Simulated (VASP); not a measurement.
Write the native input for VASP 6.6.1 that does the following.

```yaml
Task: single point
Functional: PBE
Potentials_or_basis: VASP PAW PBE potentials, release 64 (Ca_sv)
Cutoff: 400 eV
k_mesh: 9 × 9 × 8
Occupations: gaussian, width 0.1 eV
Spin: no spin polarisation
Dipole_correction: no
Further_INCAR_settings: ALGO = Normal; EDIFF = 1e-06; NBANDS = 11
```

The structure of Ca lies in POSCAR:

```
Ca
1.0
    4.0911000000      0.0000000000      0.0000000000
   -2.0455500000      3.5429965294      0.0000000000
    0.0000000000      0.0000000000      4.7628000000
Ca
1
Direct
    0.3333333333      0.6666666667      0.0000000000
```

These files were run (other wordings do the same):

INCAR

```
SYSTEM = Ca
PREC = Accurate
ENCUT = 400
EDIFF = 1E-6
ISMEAR = 0
SIGMA = 0.1
LREAL = .FALSE.
LASPH = .TRUE.
NELM = 120
ALGO = Normal
ISIF = 2
LWAVE = .FALSE.
LCHARG = .FALSE.
GGA = PE
NBANDS = 11
GGA_COMPAT = .FALSE.
```

KPOINTS

```
regular mesh
0
G
  9 9 8
  0 0 0
```

Potentials or basis: VASP PAW PBE potentials, release 64 (Ca_sv).

Run with:

```console
$ cat potpaw_PBE.64/Ca_sv/POTCAR > POTCAR
$ mpirun -np 1 vasp_std > vasp.out
```

It gave:

| Item | Value |
| --- | --- |
| Pressure | -2.1 GPa |
| Band gap on the k mesh | zero (bands 5 and 6 overlap by 1.49 eV) |

Wall time 36 s on 1 thread of AMD EPYC 7R43 64-Core Processor (Zen 3), with other jobs on the host, peak memory 0.14 GiB.
